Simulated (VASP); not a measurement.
# WSe2 (P-3m1) in VASP: further runs

Aim: see how the results for WSe2 move with the level of theory and the settings. Levels: LDA, r2SCAN+rVV10. Tasks: single point.

Program: VASP 6.6.1. These are calculated values, not measurements. Logs are shortened: lines on timing, memory, paths and dates and some standing lists are left out, and cuts for length are marked.

### Step 1. The cell of the first run

Symmetry: P-3m1, No. 164, trigonal system. Conventional cell: a = 3.300 Å, b = 3.300 Å, c = 13.150 Å, α = 90.00°, β = 90.00°, γ = 120.00°. W (site symmetry 3m) has 6 Se at 2.53 Å and 6 W at 3.30 Å within 3.3 Å. Within 3.4 Å of Se (site symmetry 3m) lie 3 W at 2.53 Å and 7 Se at 3.30 to 3.33 Å. Within 3.4 Å of Se (site symmetry 3m) lie 3 W at 2.53 Å and 7 Se at 3.30 to 3.33 Å.

### Step 2. Single point, LDA

INCAR

```
SYSTEM = WSe2
  PREC = Accurate
  ENCUT = 520
  EDIFF = 1E-7
  ISMEAR = 0
  SIGMA = 0.01
  LREAL = .FALSE.
  LASPH = .TRUE.
  NELM = 60
  ALGO = Normal
  ISIF = 2
  LWAVE = .FALSE.
  LCHARG = .FALSE.
  GGA = CA
  NBANDS = 35
```

KPOINTS

```
regular mesh
0
G
  12 12 2
  0 0 0
```

POSCAR

```
WSe2
1.0
    3.2996318046      0.0000000000      0.0000000000
   -1.6498159023      2.8575649659      0.0000000000
    0.0000000000      0.0000000000     13.1495853360
W Se
2 4
Direct
    0.6666666667      0.3333333333      0.2501999111
    0.3333333333      0.6666666667      0.7498000889
    0.3333333333      0.6666666667      0.3768527017
    0.6666666667      0.3333333333      0.8764523353
    0.3333333333      0.6666666667      0.1235476647
    0.6666666667      0.3333333333      0.6231472983
```

Potentials or basis: VASP PAW LDA potentials, release 64 (W_sv, Se).

Launch:

```sh
cat potpaw_LDA.64/W_sv/POTCAR potpaw_LDA.64/Se/POTCAR > POTCAR
mpirun -np 1 vasp_std > vasp.out
```

OUTCAR:

```text
SYSTEM = WSe2
   PREC = Accurate
   ENCUT = 520
   EDIFF = 1E-7
   ISMEAR = 0
   LREAL = .FALSE.
   LASPH = .TRUE.
   NELM = 60
   ISIF = 2
   GGA = CA

 ion  position               nearest neighbor table
   1  0.667  0.333  0.250-   5 2.53   5 2.53   5 2.53   3 2.53   3 2.53   3 2.53
   2  0.333  0.667  0.750-   4 2.53   4 2.53   4 2.53   6 2.53   6 2.53   6 2.53
   3  0.333  0.667  0.377-   1 2.53   1 2.53   1 2.53
   4  0.667  0.333  0.876-   2 2.53   2 2.53   2 2.53
   5  0.333  0.667  0.124-   1 2.53   1 2.53   1 2.53
   6  0.667  0.333  0.623-   2 2.53   2 2.53   2 2.53

  LATTYP: Found a hexagonal cell.
 ALAT       =     3.2996318046
 C/A-ratio  =     3.9851674716

  Lattice vectors:

 A1 = (   3.2996318046,   0.0000000000,   0.0000000000)
 A2 = (  -1.6498159023,   2.8575649659,   0.0000000000)
 A3 = (   0.0000000000,   0.0000000000,  13.1495853360)

Analysis of symmetry for initial positions (statically):
=====================================================================
 Subroutine PRICEL returns:
 Original cell was already a primitive cell.

 Routine SETGRP: Setting up the symmetry group for a
 hexagonal supercell.

 Subroutine GETGRP returns: Found 12 space group operations
 (whereof 12 operations were pure point group operations)
 out of a pool of 24 trial point group operations.

The static configuration has the point symmetry D_3d.

Analysis of symmetry for dynamics (positions and initial velocities):
=====================================================================
 Subroutine PRICEL returns:
 Original cell was already a primitive cell.

 Routine SETGRP: Setting up the symmetry group for a
 hexagonal supercell.

 Subroutine GETGRP returns: Found 12 space group operations
 (whereof 12 operations were pure point group operations)
 out of a pool of 24 trial point group operations.

The dynamic configuration has the point symmetry D_3d.

 Subroutine INISYM returns: Found 12 space group operations
 (whereof 12 operations are pure point group operations),
 and found     1 'primitive' translations

----------------------------------------------------------------------------------------

                                     Primitive cell

  volume of cell :     123.9863

  direct lattice vectors                    reciprocal lattice vectors
     3.299631805  0.000000000  0.000000000     0.303064117  0.174974150  0.000000000
    -1.649815902  2.857564966  0.000000000     0.000000000  0.349948299  0.000000000
[... 98 lines left out ...]
   NFREE  =      0    steps in history (QN), initial steepest desc. (CG)
   ISIF   =      2    stress and relaxation
   ISYM   =      2    0-nonsym 1-usesym 2-fastsym
   POTIM  = 0.5000    time-step for ionic-motion
   TEBEG  =    0.0;   TEEND  =   0.0 temperature during run
   PSTRESS=    0.0 pullay stress
   NELECT =      52.0000    total number of electrons
   NUPDOWN=      -1.0000    fix difference up-down
   EMIN   =  10.00;   EMAX   =-10.00  energy-range for DOS
   EFERMI =   0.00;   METHOD = LEGACY
   ISMEAR =     0;   SIGMA  =   0.01  broadening in eV -4-tet -1-fermi 0-gaus
   EFERMI_NEDOS =   21; number of points for ismear=-14 and -15
   IALGO  =     38    algorithm
   IMIX   =      4    mixing-type and parameters
     AMIX     =   0.40;   BMIX     =  1.00
     AMIX_MAG =   1.60;   BMIX_MAG =  1.00
  volume/ion in A,a.u.               =      20.66       139.45
  Fermi-wavevector in a.u.,A,eV,Ry     =   1.225419  2.315707 20.431223  1.501653
  Thomas-Fermi vector in A             =   2.360458
   LORBIT       =      0    0 simple, 1 ext, 2 COOP (PROOUT), +10 PAW based schemes
   GGA     = CA    functional components
   LHFCALC =     F    Hartree Fock is set to
   AEXX    =    0.0000 exact exchange contribution
   IVDW    =     0    specifies the selected vdW correction
   LEPSILON=     F    determine dielectric tensor
   LRPA    =     F    only Hartree local field effects (RPA)
 non-spin polarized calculation
 Gauss-broadening in eV      SIGMA  =   0.01
  energy-cutoff  :      520.00
  volume of cell :      123.99
 maximum number of plane-waves:      3378
 NGX is ok and might be reduce to    28
   NGX = 13   NGY = 13   NGZ = 49

 number of electron      51.9999993 magnetization

 Free energy of the ion-electron system (eV)
  ---------------------------------------------------
  ext. energy  EPLUGINS =         0.00000000
  ---------------------------------------------------
  free energy    TOTEN  =       -48.44225550 eV

  energy without entropy =      -48.44225550  energy(sigma->0) =      -48.44225550

 E-fermi :   6.0480     XC(G=0): -10.8870

 val. band max:        6.0027432313   @ k =   0.0000   0.0000   0.0000
 cond. band min:       6.9795307253   @ k =   0.1667   0.1667   0.0000
 fundamental gap:      0.9767874941
 Fermi energy:         6.0479950094

 k-point     1 :       0.0000    0.0000    0.0000
  band No.  band energies     occupation
      1     -67.8744      2.00000
      2     -67.8744      2.00000
      3     -32.3786      2.00000
      4     -32.3786      2.00000
      5     -32.2504      2.00000
      6     -32.2504      2.00000
[... 901 lines left out ...]
     34       9.9390      0.00000
     35      11.5657      0.00000

 [... further k-points ...]

------------------------ aborting loop because EDIFF is reached ----------------------------------------

  FORCE on cell =-STRESS in cart. coord.  units (eV):
  Direction    XX          YY          ZZ          XY          YZ          ZX
  --------------------------------------------------------------------------------------
  -------------------------------------------------------------------------------------
  Total       -3.0290824     -3.0290824     -1.9935128     -0.0000000      0.0000000      0.0000000
  in kB      -39.1424509    -39.1424509    -25.7605989     -0.0000000      0.0000000      0.0000000
  external PRESSURE =     -34.6818336 kB  Pullay stress =       0.0000000 kB

 VOLUME and BASIS-vectors are now :
 -----------------------------------------------------------------------------
  energy-cutoff  :      520.00
  volume of cell :      123.99
      direct lattice vectors                 reciprocal lattice vectors
     3.299631805  0.000000000  0.000000000     0.303064117  0.174974150  0.000000000
    -1.649815902  2.857564966  0.000000000     0.000000000  0.349948299  0.000000000
     0.000000000  0.000000000 13.149585336     0.000000000  0.000000000  0.076048025

 POSITION                                       TOTAL-FORCE (eV/Angst)
 -----------------------------------------------------------------------------------
      1.64982      0.95252      3.29003        -0.000000      0.000000     -0.000861
     -0.00000      1.90504      9.85956         0.000000     -0.000000      0.000861
     -0.00000      1.90504      4.95546         0.000000     -0.000000     -0.173671
      1.64982      0.95252     11.52498         0.000000      0.000000     -0.172388
     -0.00000      1.90504      1.62460         0.000000     -0.000000      0.172388
      1.64982      0.95252      8.19413         0.000000     -0.000000      0.173671
 -----------------------------------------------------------------------------------
    total drift:                                0.000000     -0.000000      0.000000

  FREE ENERGIE OF THE ION-ELECTRON SYSTEM (eV)
  ---------------------------------------------------
  free  energy   TOTEN  =       -48.4422554990 eV

  energy  without entropy=      -48.4422554990  energy(sigma->0) =      -48.44225550
```

OSZICAR:

```text
N       E                     dE             d eps       ncg     rms          rms(c)
DAV:   1     0.496397100577E+03    0.49640E+03   -0.27822E+04  2948   0.144E+03
DAV:   2    -0.192663607056E+02   -0.51566E+03   -0.49782E+03  3138   0.388E+02
DAV:   3    -0.498194393825E+02   -0.30553E+02   -0.30061E+02  3254   0.895E+01
DAV:   4    -0.504835988021E+02   -0.66416E+00   -0.66024E+00  3203   0.136E+01
DAV:   5    -0.504927350437E+02   -0.91362E-02   -0.91255E-02  3156   0.171E+00    0.301E+01
DAV:   6    -0.488774934394E+02    0.16152E+01   -0.60161E+00  2922   0.159E+01    0.106E+01
DAV:   7    -0.486428417538E+02    0.23465E+00   -0.28553E+00  2821   0.831E+00    0.573E+00
DAV:   8    -0.484438048102E+02    0.19904E+00   -0.39019E-01  2930   0.424E+00    0.133E+00
DAV:   9    -0.484441937096E+02   -0.38890E-03   -0.61092E-02  3125   0.115E+00    0.814E-01
DAV:  10    -0.484423628277E+02    0.18309E-02   -0.12177E-02  2934   0.747E-01    0.166E-01
DAV:  11    -0.484423094522E+02    0.53375E-04   -0.14438E-03  2957   0.243E-01    0.162E-01
DAV:  12    -0.484422670822E+02    0.42370E-04   -0.52348E-05  2991   0.460E-02    0.101E-01
DAV:  13    -0.484422553464E+02    0.11736E-04   -0.60619E-05  2982   0.471E-02    0.465E-03
DAV:  14    -0.484422555647E+02   -0.21831E-06   -0.28756E-06  3238   0.912E-03    0.640E-03
DAV:  15    -0.484422554990E+02    0.65625E-07   -0.14501E-07  1843   0.224E-03
   1 F= -.48442255E+02 E0= -.48442255E+02  d E =-.250543E-13
```

It took 95 s on 1 thread of Intel Xeon 6975P-C (Granite Rapids), shared host; peak memory 0.29 GiB.

Results:

- Free energy: -48.4423 eV
- Pressure: -3.5 GPa
- Largest force: 0.174 eV/Å
- Band gap on the k mesh: 0.98 eV (least direct gap 1.48 eV)

Forces on the atoms (eV/Å):
```
W    0.000  0.000 -0.001
W    0.000  0.000  0.001
Se   0.000  0.000 -0.174
Se   0.000  0.000 -0.172
Se   0.000  0.000  0.172
Se   0.000  0.000  0.174
```

Levels at points of the mesh, in eV from the valence-band top:
| k point | band 22 | band 23 | band 24 | band 25 | band 26 | band 27 | band 28 | band 29 | band 30 | band 31 |
| --- | --- | --- | --- | --- | --- | --- | --- | --- | --- | --- |
| (0.00, 0.00, 0.00) | -1.54 | -1.54 | -1.11 | -1.06 | 0.00 | 2.63 | 2.63 | 2.67 | 2.67 | 2.76 |
| (0.50, 0.00, 0.00) | -2.34 | -1.37 | -1.33 | -1.24 | -1.12 | 2.05 | 2.09 | 2.28 | 2.57 | 2.93 |
| (0.00, 0.00, 0.50) | -1.56 | -1.56 | -1.56 | -0.22 | -0.22 | 2.63 | 2.63 | 2.63 | 2.63 | 2.86 |
| (0.50, 0.00, 0.50) | -2.46 | -1.29 | -1.29 | -1.23 | -1.22 | 2.07 | 2.07 | 2.45 | 2.45 | 3.32 |

Caveat: the cell stands under tension; spin-orbit coupling is left out, which moves the levels of the heavy elements. A k mesh can miss the band edges.

(Part 1 of 2 ends here.)
